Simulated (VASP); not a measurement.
RbCl:

```
Rb Cl
1.0
     0.00000    3.30581    3.30581
     3.30581    0.00000    3.30581
     3.30581    3.30581    0.00000
Rb Cl
1 1
Cartesian
  0.0000 0.0000 0.0000
  3.3058 3.3058 3.3058
```

Program: VASP 6.6.1. Alike in all runs: task single point; potentials or basis VASP PAW PBE potentials, release 64 (Rb_sv, Cl); no spin polarisation; cell as given; smearing gaussian 0.01 eV.

Problem. Order these runs on this cell by their band gap on the k mesh, lowest first.
A. level r2SCAN; k mesh 4 × 4 × 4; cutoff (eV) 550
B. level PBE0; k mesh 4 × 4 × 4; cutoff (eV) 400; grid for exact exchange (PRECFOCK) Normal
C. level PBE; k mesh 6 × 6 × 6; cutoff (eV) 500

Solution. C (4.95 eV), A (5.56 eV), B (7.00 eV).
